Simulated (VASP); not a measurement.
# SnS (base) (Pnma) in VASP: single point with PBEsol+D3(BJ)

Aim: the single point of SnS (base) with PBEsol+D3(BJ).

Everything below comes from runs of VASP 6.6.1. Logs are shortened: lines on timing, memory, paths and dates and some standing lists are left out, and cuts for length are marked.

### 1 The cell of the first run

Symmetry: Pnma, No. 62, orthorhombic system. Conventional cell: a = 10.905 Å, b = 3.955 Å, c = 4.111 Å, α = 90.00°, β = 90.00°, γ = 90.00°. Sn (site symmetry m) has 6 S at 2.61 to 3.26 Å and 2 Sn at 3.32 Å within 3.4 Å. S (site symmetry m) has 6 Sn at 2.61 to 3.26 Å within 3.4 Å.

### 2 Single point, PBEsol+D3(BJ)

INCAR

```
SYSTEM = SnS
ALGO     = Normal         ! electronic algorithm
EDIFF    = 1E-6           ! SCF threshold, eV
ENCUT    = 500            ! plane-wave cutoff, eV
GGA      = PS             ! functional
GGA_COMPAT= .FALSE.      
ISIF     = 2              ! what is computed and relaxed
ISMEAR   = 0              ! smearing method
IVDW     = 12             ! dispersion correction
LASPH    = .TRUE.         ! aspherical terms in the spheres
LCHARG   = .TRUE.         ! write CHGCAR
LELF     = .TRUE.         ! ELF
LREAL    = .FALSE.        ! projectors in reciprocal space
LVHAR    = .TRUE.       
LWAVE    = .FALSE.        ! write WAVECAR
NBANDS   = 50             ! bands
NELM     = 120            ! most SCF steps
PREC     = Accurate       ! precision mode
SIGMA    = 0.02           ! smearing width, eV
```

KPOINTS

```
k-points
0
G
  4 10 10
  0 0 0
```

POSCAR

```
SnS
1.0
   10.9049169183      0.0000000000      0.0000000000
    0.0000000000      3.9548294741      0.0000000000
    0.0000000000      0.0000000000      4.1114464266
Sn S
4 4
Direct
    0.6171948448      0.2500000000      0.4071651705
    0.3828051552      0.7500000000      0.5928348295
    0.8828051552      0.7500000000      0.9071651705
    0.1171948448      0.2500000000      0.0928348295
    0.3552625291      0.2500000000      0.0240044138
    0.6447374709      0.7500000000      0.9759955862
    0.1447374709      0.7500000000      0.5240044138
    0.8552625291      0.2500000000      0.4759955862
```

Potentials or basis: VASP PAW PBE potentials, release 64 (Sn_d, S).

On the command line:

```console
$ cat potpaw_PBE.64/Sn_d/POTCAR potpaw_PBE.64/S/POTCAR > POTCAR
$ mpirun -np 1 vasp_std > vasp.out
```

OUTCAR:

```text
SYSTEM = SnS
   EDIFF = 1E-6
   ENCUT = 500
   GGA = PS
   ISIF = 2
   ISMEAR = 0
   IVDW = 12
   LASPH = .TRUE.
   LREAL = .FALSE.
   NELM = 120
   PREC = Accurate
 IVDW          = 12

 ion  position               nearest neighbor table
   1  0.617  0.250  0.407-   8 2.61   6 2.67   6 2.67   6 3.08   6 3.08   5 3.26   2 3.32   2 3.32

   2  0.383  0.750  0.593-   7 2.61   5 2.67   5 2.67   5 3.08   5 3.08   6 3.26   1 3.32   1 3.32

   3  0.883  0.750  0.907-   6 2.61   8 2.67   8 2.67   8 3.08   8 3.08   7 3.26   4 3.32   4 3.32

   4  0.117  0.250  0.093-   5 2.61   7 2.67   7 2.67   7 3.08   7 3.08   8 3.26   3 3.32   3 3.32

   5  0.355  0.250  0.024-   4 2.61   2 2.67   2 2.67   2 3.08   2 3.08   1 3.26
   6  0.645  0.750  0.976-   3 2.61   1 2.67   1 2.67   1 3.08   1 3.08   2 3.26
   7  0.145  0.750  0.524-   2 2.61   4 2.67   4 2.67   4 3.08   4 3.08   3 3.26
   8  0.855  0.250  0.476-   1 2.61   3 2.67   3 2.67   3 3.08   3 3.08   4 3.26

  LATTYP: Found a simple orthorhombic cell.
 ALAT       =     3.9548294741
 B/A-ratio  =     1.0396014426
 C/A-ratio  =     2.7573671608

  Lattice vectors:

 A1 = (   0.0000000000,   3.9548294741,   0.0000000000)
 A2 = (   0.0000000000,   0.0000000000,   4.1114464266)
 A3 = (  10.9049169183,   0.0000000000,   0.0000000000)

Analysis of symmetry for initial positions (statically):
=====================================================================
 Subroutine PRICEL returns:
 Original cell was already a primitive cell.

 Routine SETGRP: Setting up the symmetry group for a
 simple orthorhombic supercell.

 Subroutine GETGRP returns: Found  8 space group operations
 (whereof  2 operations were pure point group operations)
 out of a pool of  8 trial point group operations.

The static configuration has the point symmetry S_2 .
 The point group associated with its full space group is D_2h.

Analysis of symmetry for dynamics (positions and initial velocities):
=====================================================================
 Subroutine PRICEL returns:
 Original cell was already a primitive cell.

 Routine SETGRP: Setting up the symmetry group for a
 simple orthorhombic supercell.

 Subroutine GETGRP returns: Found  8 space group operations
 (whereof  2 operations were pure point group operations)
 out of a pool of  8 trial point group operations.

The dynamic configuration has the point symmetry S_2 .
 The point group associated with its full space group is D_2h.

 Subroutine INISYM returns: Found  8 space group operations
[... 116 lines left out ...]
   ISYM   =      2    0-nonsym 1-usesym 2-fastsym
   POTIM  = 0.5000    time-step for ionic-motion
   TEBEG  =    0.0;   TEEND  =   0.0 temperature during run
   PSTRESS=    0.0 pullay stress
   NELECT =      80.0000    total number of electrons
   NUPDOWN=      -1.0000    fix difference up-down
   EMIN   =  10.00;   EMAX   =-10.00  energy-range for DOS
   EFERMI =   0.00;   METHOD = LEGACY
   ISMEAR =     0;   SIGMA  =   0.02  broadening in eV -4-tet -1-fermi 0-gaus
   EFERMI_NEDOS =   21; number of points for ismear=-14 and -15
   IALGO  =     38    algorithm
   IMIX   =      4    mixing-type and parameters
     AMIX     =   0.40;   BMIX     =  1.00
     AMIX_MAG =   1.60;   BMIX_MAG =  1.00
  volume/ion in A,a.u.               =      22.16       149.57
  Fermi-wavevector in a.u.,A,eV,Ry     =   1.255615  2.372769 21.450532  1.576570
  Thomas-Fermi vector in A             =   2.389363
   LORBIT       =      0    0 simple, 1 ext, 2 COOP (PROOUT), +10 PAW based schemes
   GGA     = PS    functional components
   LHFCALC =     F    Hartree Fock is set to
   AEXX    =    0.0000 exact exchange contribution
   IVDW    =    12    specifies the selected vdW correction
   LEPSILON=     F    determine dielectric tensor
   LRPA    =     F    only Hartree local field effects (RPA)
 non-spin polarized calculation
 Gauss-broadening in eV      SIGMA  =   0.02
  energy-cutoff  :      500.00
  volume of cell :      177.31
 maximum number of plane-waves:      4560
 NGX is ok and might be reduce to    80
   NGX = 39   NGY = 15   NGZ = 15

 number of electron      80.0000018 magnetization

 Free energy of the ion-electron system (eV)
  ---------------------------------------------------
  ext. energy  EPLUGINS =         0.00000000
  ---------------------------------------------------
  free energy    TOTEN  =       -38.31033078 eV

  energy without entropy =      -38.31033078  energy(sigma->0) =      -38.31033078

 E-fermi :   7.5327     XC(G=0): -10.4785

 val. band max:        7.4015769394   @ k =   0.0000   0.0000   0.4000
 cond. band min:       7.7501734409   @ k =   0.0000   0.0000   0.0000
 fundamental gap:      0.3485965015
 Fermi energy:         7.5326591828

 k-point     1 :       0.0000    0.0000    0.0000
  band No.  band energies     occupation
      1     -14.1005      2.00000
      2     -14.0751      2.00000
      3     -14.0716      2.00000
      4     -14.0656      2.00000
      5     -14.0647      2.00000
      6     -14.0544      2.00000
[... 1261 lines left out ...]
     49      12.2544      0.00000
     50      12.2560      0.00000

 [... further k-points ...]

------------------------ aborting loop because EDIFF is reached ----------------------------------------

 Edisp (eV)   -2.67852

 E8    (eV) :    -1.7529

  FORCE on cell =-STRESS in cart. coord.  units (eV):
  Direction    XX          YY          ZZ          XY          YZ          ZX
  --------------------------------------------------------------------------------------
  -------------------------------------------------------------------------------------
  Total      -0.05293    -0.03926    -0.00608     0.00000     0.00000     0.00000
  in kB      -0.47822    -0.35476    -0.05495     0.00000     0.00000     0.00000
  external pressure =       -0.30 kB  Pullay stress =        0.00 kB

 VOLUME and BASIS-vectors are now :
 -----------------------------------------------------------------------------
  energy-cutoff  :      500.00
  volume of cell :      177.31
      direct lattice vectors                 reciprocal lattice vectors
    10.904916918  0.000000000  0.000000000     0.091701753  0.000000000  0.000000000
     0.000000000  3.954829474  0.000000000     0.000000000  0.252855403  0.000000000
     0.000000000  0.000000000  4.111446427     0.000000000  0.000000000  0.243223405

 POSITION                                       TOTAL-FORCE (eV/Angst)
 -----------------------------------------------------------------------------------
      6.73046      0.98871      1.67404        -0.004496      0.000000      0.005622
      4.17446      2.96612      2.43741         0.004496     -0.000000     -0.005622
      9.62692      2.96612      3.72976         0.004496     -0.000000      0.005622
      1.27800      0.98871      0.38169        -0.004496      0.000000     -0.005622
      3.87411      0.98871      0.09869         0.000310      0.000000      0.004217
      7.03081      2.96612      4.01275        -0.000310     -0.000000     -0.004217
      1.57835      2.96612      2.15442        -0.000310     -0.000000      0.004217
      9.32657      0.98871      1.95703         0.000310      0.000000     -0.004217
 -----------------------------------------------------------------------------------
    total drift:                               -0.000000      0.000000     -0.000000

  FREE ENERGIE OF THE ION-ELECTRON SYSTEM (eV)
  ---------------------------------------------------
  free  energy   TOTEN  =       -40.9888467347 eV

  energy  without entropy=      -40.9888467347  energy(sigma->0) =      -40.98884673
```

OSZICAR:

```text
N       E                     dE             d eps       ncg     rms          rms(c)
DAV:   1     0.897697097817E+03    0.89770E+03   -0.36046E+04 11612   0.217E+03
DAV:   2     0.124953614781E+03   -0.77274E+03   -0.74610E+03 10808   0.619E+02
DAV:   3    -0.272430129459E+02   -0.15220E+03   -0.14409E+03 12682   0.211E+02
DAV:   4    -0.388491766721E+02   -0.11606E+02   -0.11347E+02 12926   0.583E+01
DAV:   5    -0.393117486359E+02   -0.46257E+00   -0.46083E+00 13338   0.121E+01    0.125E+01
DAV:   6    -0.383425963941E+02    0.96915E+00   -0.18551E+00 15040   0.778E+00    0.804E+00
DAV:   7    -0.383303990096E+02    0.12197E-01   -0.86359E-01 15180   0.373E+00    0.183E+00
DAV:   8    -0.383099762838E+02    0.20423E-01   -0.13297E-01 14634   0.226E+00    0.536E-01
DAV:   9    -0.383103308604E+02   -0.35458E-03   -0.13385E-02 13172   0.637E-01    0.124E-01
DAV:  10    -0.383103069649E+02    0.23895E-04   -0.99369E-04 15124   0.180E-01    0.708E-02
DAV:  11    -0.383103329065E+02   -0.25942E-04   -0.21559E-04 14464   0.761E-02    0.328E-02
DAV:  12    -0.383103301359E+02    0.27706E-05   -0.35363E-05 14238   0.321E-02    0.866E-03
DAV:  13    -0.383103307787E+02   -0.64280E-06   -0.31385E-06 10088   0.110E-02
   1 F= -.40988847E+02 E0= -.40988847E+02  d E =-.124653E-22
```

Run time: 8.6 min. Hardware: 1 thread of Intel Xeon 6975P-C (Granite Rapids), shared host; peak memory 0.71 GiB.

Results:

| Property | Result |
| --- | --- |
| Free energy | -40.9888 eV |
| Pressure | 0.0 GPa |
| Largest force | 0.007 eV/Å |
| Band gap on the k mesh | 0.35 eV, indirect (least direct gap 0.43 eV) |
| Dispersion energy per atom | -0.335 eV |

Forces on the atoms (eV/Å):
```
Sn  -0.004  0.000  0.006
Sn   0.004  0.000 -0.006
Sn   0.004  0.000  0.006
Sn  -0.004  0.000 -0.006
S    0.000  0.000  0.004
S    0.000  0.000 -0.004
S    0.000  0.000  0.004
S    0.000  0.000 -0.004
```

Caveat: the PAW data sets were made with another functional, which shifts forces and pressure a little; spin-orbit coupling is left out, which moves the levels of the heavy elements. A k mesh can miss the band edges.
